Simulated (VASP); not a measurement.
# MgO (Fm-3m) in VASP: further runs

MgO is run at these levels: PBE; tasks: dielectric tensor, electric field gradients.

Everything below comes from runs of VASP 6.6.1. Logs are shortened: lines on timing, memory, paths and dates and some standing lists are left out, and cuts for length are marked.

**1. The cell of the first run**

The structure is cubic, space group Fm-3m (No. 225). The conventional cell has a = 4.217 Å, b = 4.217 Å, c = 4.217 Å, α = 90.00°, β = 90.00°, γ = 90.00°. Within 2.8 Å of Mg (site symmetry m-3m) lie 6 O at 2.11 Å. Within 2.8 Å of O (site symmetry m-3m) lie 6 Mg at 2.11 Å.

**2. Dielectric tensor, PBE**

The input, INCAR:

```
PREC     = Accurate       # precision mode
ENCUT    = 520            # plane-wave cutoff, eV
EDIFF    = 1E-8           # SCF threshold, eV
ISMEAR   = 0              # smearing method
SIGMA    = 0.01           # smearing width, eV
LREAL    = F              # projectors in reciprocal space
LASPH    = T              # aspherical terms in the spheres
NELM     = 100            # most SCF steps
ALGO     = Normal         # electronic algorithm
ISIF     = 2              # what is computed and relaxed
LWAVE    = F              # write WAVECAR
LCHARG   = F              # write CHGCAR
GGA      = PE             # functional
LEPSILON = T              # dielectric tensor by DFPT
```

The input, KPOINTS:

```
regular mesh
0
Gamma
  8 8 8
```

The input, POSCAR:

```
MgO
1.0
    0.0000000000      2.1085000000      2.1085000000
    2.1085000000      0.0000000000      2.1085000000
    2.1085000000      2.1085000000      0.0000000000
Mg O
1 1
Direct
    0.0000000000      0.0000000000      0.0000000000
    0.5000000000      0.5000000000      0.5000000000
```

Potentials or basis: VASP PAW PBE potentials, release 64 (Mg, O).

The run is started by

```console
$ cat potpaw_PBE.64/Mg/POTCAR potpaw_PBE.64/O/POTCAR > POTCAR
$ mpirun -np 1 vasp_std > vasp.out
```

OUTCAR:

```text
PREC = Accurate
   ENCUT = 520
   EDIFF = 1E-8
   ISMEAR = 0
   LREAL = F
   LASPH = T
   NELM = 100
   ISIF = 2
   GGA = PE
   LEPSILON = T

 ion  position               nearest neighbor table
   1  0.000  0.000  0.000-   2 2.11   2 2.11   2 2.11   2 2.11   2 2.11   2 2.11
   2  0.500  0.500  0.500-   1 2.11   1 2.11   1 2.11   1 2.11   1 2.11   1 2.11

  LATTYP: Found a face centered cubic cell.
 ALAT       =     4.2170000000

  Lattice vectors:

 A1 = (   0.0000000000,   2.1085000000,   2.1085000000)
 A2 = (   2.1085000000,   0.0000000000,   2.1085000000)
 A3 = (   2.1085000000,   2.1085000000,   0.0000000000)

Analysis of symmetry for initial positions (statically):
=====================================================================
 Subroutine PRICEL returns:
 Original cell was already a primitive cell.

 Routine SETGRP: Setting up the symmetry group for a
 face centered cubic supercell.

 Subroutine GETGRP returns: Found 48 space group operations
 (whereof 48 operations were pure point group operations)
 out of a pool of 48 trial point group operations.

The static configuration has the point symmetry O_h .

Analysis of symmetry for dynamics (positions and initial velocities):
=====================================================================
 Subroutine PRICEL returns:
 Original cell was already a primitive cell.

 Routine SETGRP: Setting up the symmetry group for a
 face centered cubic supercell.

 Subroutine GETGRP returns: Found 48 space group operations
 (whereof 48 operations were pure point group operations)
 out of a pool of 48 trial point group operations.

The dynamic configuration has the point symmetry O_h .

 Subroutine INISYM returns: Found 48 space group operations
 (whereof 48 operations are pure point group operations),
 and found     1 'primitive' translations

----------------------------------------------------------------------------------------

                                     Primitive cell

  volume of cell :      18.7478

  direct lattice vectors                    reciprocal lattice vectors
     0.000000000  2.108500000  2.108500000    -0.237135404  0.237135404  0.237135404
     2.108500000  0.000000000  2.108500000     0.237135404 -0.237135404  0.237135404
[... 418 lines left out ...]
 POSITION                                       TOTAL-FORCE (eV/Angst)
 -----------------------------------------------------------------------------------
      0.00000      0.00000      0.00000         0.000000     -0.000000     -0.000000
      2.10850      2.10850      2.10850        -0.000000      0.000000      0.000000
 -----------------------------------------------------------------------------------
    total drift:                               -0.000000     -0.000000      0.000000

  FREE ENERGIE OF THE ION-ELECTRON SYSTEM (eV)
  ---------------------------------------------------
  free  energy   TOTEN  =       -11.9071088632 eV

  energy  without entropy=      -11.9071088632  energy(sigma->0) =      -11.90710886

 HEAD OF MICROSCOPIC STATIC DIELECTRIC TENSOR (INDEPENDENT PARTICLE, excluding Hartree and local field effects)
 ------------------------------------------------------
           3.201965     0.000000    -0.000000
          -0.000000     3.201965     0.000000
          -0.000000     0.000000     3.201965
 ------------------------------------------------------

 Free energy of the ion-electron system (eV)
  ---------------------------------------------------
  ---------------------------------------------------
  free energy    TOTEN  =        -0.12227906 eV

  energy without entropy =       -0.12227906

------------------------ aborting loop because EDIFF is reached ----------------------------------------

--------------------------------------- Ionic step        2  -------------------------------------------

------------------------ aborting loop because EDIFF is reached ----------------------------------------

--------------------------------------- Ionic step        3  -------------------------------------------

 Free energy of the ion-electron system (eV)
  ---------------------------------------------------
  ---------------------------------------------------
  free energy    TOTEN  =        -0.12227906 eV

  energy without entropy =       -0.12227906

------------------------ aborting loop because EDIFF is reached ----------------------------------------

 PIEZOELECTRIC TENSOR FIELD DIRECTION 3  (e Angst)
 -----------------------------------------------------------------------------
    -0.00012  0.00000  0.00000           ( -0.00001  0.00000  0.00000)
     0.00000 -0.00012  0.00000           (  0.00000 -0.00001  0.00000)
     0.00000  0.00000 -0.00020           (  0.00000  0.00000 -0.00001)

 PIEZOELECTRIC TENSOR FIELD DIRECTION 3  (C/m^2)
 -----------------------------------------------------------------------------
    -0.00011  0.00000  0.00000
     0.00000 -0.00011  0.00000
     0.00000  0.00000 -0.00017

 MACROSCOPIC STATIC DIELECTRIC TENSOR (including local field effects in DFT)
 ------------------------------------------------------
           3.138950     0.000000     0.000000
          -0.000000     3.138950     0.000000
          -0.000000     0.000000     3.138950
 ------------------------------------------------------

 PIEZOELECTRIC TENSOR (including local field effects)  for field in x, y, z        (e  Angst)
          XX          YY          ZZ          XY          YZ          ZX
  --------------------------------------------------------------------------------
  x     0.00000     0.00000     0.00000     0.00000     0.00000     0.00000
  y     0.00000     0.00000     0.00000     0.00000     0.00000     0.00000
  z     0.00000     0.00000     0.00000     0.00000     0.00000     0.00000

 PIEZOELECTRIC TENSOR (including local field effects)  for field in x, y, z        (C/m^2)
          XX          YY          ZZ          XY          YZ          ZX
  --------------------------------------------------------------------------------
  x     0.00000     0.00000     0.00000     0.00000     0.00000     0.00000
  y     0.00000     0.00000     0.00000     0.00000     0.00000     0.00000
  z     0.00000     0.00000     0.00000     0.00000     0.00000     0.00000

 BORN EFFECTIVE CHARGES (including local field effects) (in |e|, cummulative output)
 ---------------------------------------------------------------------------------
 ion    1
    1     1.97080    -0.00000     0.00000
    2     0.00000     1.97080    -0.00000
    3    -0.00000     0.00000     1.97080
 ion    2
    1    -1.97080     0.00000     0.00000
    2    -0.00000    -1.97080     0.00000
    3     0.00000     0.00000    -1.97080
```

OSZICAR:

```text
N       E                     dE             d eps       ncg     rms          rms(c)
DAV:   1     0.182635905768E+02    0.18264E+02   -0.47151E+03   504   0.876E+02
DAV:   2    -0.130136136840E+02   -0.31277E+02   -0.30396E+02   568   0.148E+02
DAV:   3    -0.134661745570E+02   -0.45256E+00   -0.45256E+00   552   0.217E+01
[... 15 lines left out ...]
RMM:   4    -0.121295209997E+00   -0.79563E-02   -0.21224E-03  1448   0.488E-01    0.329E-02
RMM:   5    -0.122146623854E+00   -0.85141E-03   -0.36350E-05  1525   0.666E-02    0.634E-03
RMM:   6    -0.122227414245E+00   -0.80790E-04   -0.49473E-07  1601   0.743E-03    0.264E-03
RMM:   7    -0.122277575447E+00   -0.50161E-04   -0.15872E-07  1567   0.436E-03    0.153E-04
RMM:   8    -0.122278638527E+00   -0.10631E-05   -0.10973E-09  1468   0.312E-04    0.738E-05
RMM:   9    -0.122279060488E+00   -0.42196E-06   -0.42633E-10  1356   0.168E-04    0.673E-06
```

stdout:

```text
POSCAR found type information on POSCAR MgO
 POSCAR found :  2 types and       2 ions
 scaLAPACK will be used
 LDA part: xc-table for (Slater+PW92), standard interpolation
 POSCAR, INCAR and KPOINTS ok, starting setup
 FFT: planning ... GRIDC
 FFT: planning ... GRID_SOFT
 FFT: planning ... GRID
 WAVECAR not read
 entering main loop
 Linear response reoptimize wavefunctions to high precision
 Linear response G [H, r] |phi>, progress :
  Direction:   1
 Linear response G [H, r] |phi>, progress :
  Direction:   2
 Linear response G [H, r] |phi>, progress :
  Direction:   3
 Linear response to external field (no local field effect), progress :
  Direction:   1
 dielectric tensor                  component  1 :     3.515     0.801     0.243
 Linear response to external field (no local field effect), progress :
  Direction:   2
 dielectric tensor                  component  2 :     0.801     3.526    -0.358
 Linear response to external field (no local field effect), progress :
  Direction:   3
 dielectric tensor                  component  3 :     0.243    -0.358     2.565
 Linear response to external field, progress :
  Direction:   1
 dielectric tensor                  component  1 :     3.139     0.529     0.166
 Linear response to external field, progress :
  Direction:   2
 dielectric tensor                  component  2 :     0.429     3.139    -0.113
 Linear response to external field, progress :
  Direction:   3
 dielectric tensor                  component  3 :     0.046     0.230     3.139
 Born effective charges drift removed
```

Run time: 1.8 min. Hardware: 1 thread of AMD EPYC, shared host; peak memory 0.13 GiB.

Results:

```yaml
Band_gap_on_the_k_mesh: 4.69 eV
Electronic_dielectric_tensor_diagonal: 3.14
Born_charges_mean_of_the_diagonal: Mg +1.97; O -1.97 e
```

Levels at points of the mesh, in eV from the valence-band top:
```csv
k point,band 1,band 2,band 3,band 4,band 5,band 6,band 7,band 8
"(0.00, 0.00, 0.00)",-17.25,0.00,0.00,0.00,4.69,15.78,15.78,15.78
"(0.50, 0.00, 0.00)",-15.97,-4.60,-0.65,-0.65,7.87,12.57,16.27,16.27
"(0.50, 0.50, 0.00)",-15.71,-4.07,-1.34,-1.34,9.12,9.93,13.06,18.92
```

Electronic dielectric tensor:
```
3.14 0.00 0.00
0.00 3.14 0.00
0.00 0.00 3.14
```

Born effective charge tensors (e):
atom 1, Mg
```
1.97 0.00 0.00
0.00 1.97 0.00
0.00 0.00 1.97
```
atom 2, O
```
-1.97  0.00  0.00
 0.00 -1.97  0.00
 0.00  0.00 -1.97
```

(Part 1 of 2 ends here.)
